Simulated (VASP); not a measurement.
Here is a VASP 6.6.1 calculation.

File INCAR:

```
ALGO     = Normal         # electronic algorithm
EDIFF    = 1E-7           # SCF threshold, eV
ENCUT    = 520            # plane-wave cutoff, eV
GGA      = PS             # functional
ISIF     = 2              # what is computed and relaxed
ISMEAR   = -1             # smearing method
ISPIN    = 2              # spin polarisation
LASPH    = True           # aspherical terms in the spheres
LCHARG   = True           # write CHGCAR
LELF     = True           # ELF
LMAXMIX  = 4              # l up to which the mixer works
LORBIT   = 11             # projections on sites
LREAL    = False          # projectors in reciprocal space
LVHAR    = True         
LWAVE    = False          # write WAVECAR
MAGMOM   = 2 2            # initial moments
NBANDS   = 20             # bands
NELM     = 150            # most SCF steps
PREC     = Accurate       # precision mode
SIGMA    = 0.05           # smearing width, eV
```

KPOINTS

```
k-points
0
Gamma
  19 19 10
```

The input POSCAR:

```
Co
1.0
    2.5439430942      0.0000000000      0.0000000000
   -1.2719715471      2.2031193454      0.0000000000
    0.0000000000      0.0000000000      4.1315075849
Co
2
Direct
    0.3333333333      0.6666666667      0.2500000000
    0.6666666667      0.3333333333      0.7500000000
```

Potentials or basis: VASP PAW PBE potentials, release 64 (Co).

Command:

```console
$ cat potpaw_PBE.64/Co/POTCAR > POTCAR
$ mpirun -np 1 vasp_std > vasp.out
```

Task: Estimate the pressure.

Result: -20.9 GPa.

Task: Predict the net moment.

Result: 3.31 μB per cell.

Task: Predict the site moments.

Result: Co +1.68 μB.

Stress tensor (GPa, compression positive):
```
-20.54   0.00   0.00
  0.00 -20.54   0.00
  0.00   0.00 -21.71
```

Caveat: the cell stands under tension; the PAW data sets were made with another functional, which shifts forces and pressure a little.
